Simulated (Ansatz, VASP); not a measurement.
**Ge: VASP beside Ansatz**

```
CELL_PARAMETERS angstrom
-2.54485 2.70285 1.46513
2.54485 -2.70285 1.46513
2.54485 2.70285 -1.46513
ATOMIC_POSITIONS crystal
Ge 0.31406 0.06406 0.25000
Ge 0.68594 0.93594 0.75000
```

Alike in both runs: task single point; functional r2SCAN; k mesh 11 × 11 × 11; occupations fermi-dirac, width 0.05 eV; no spin polarisation.

|  | VASP | Ansatz |
| --- | --- | --- |
| version | VASP 6.6.1 | Ansatz 0.2.0 |
| potentials or method | VASP PAW PBE potentials, release 64 (Ge_d) | Ansatz PAW |
| plane-wave cutoff (eV) | 520 | 500 |
| valence electrons in the cell | 28 | 28 |

```tsv
	VASP	Ansatz	Ansatz less VASP
gap on the k mesh at the Fermi level (eV)	none	none	-
pressure (GPa)	-5.0	-4.9	+0.11
traceless stress, the component that is largest in VASP (GPa)	0.98	0.96	-0.018
rms of the force components (eV/Å)	0.061	0.059	-0.0013
```

VASP's potentials were made for PBE, not for r2SCAN. Atom by atom the forces differ by 0.001 eV/Å (rms over components). A gap of «none» marks a metal or a gap that the smearing closes.
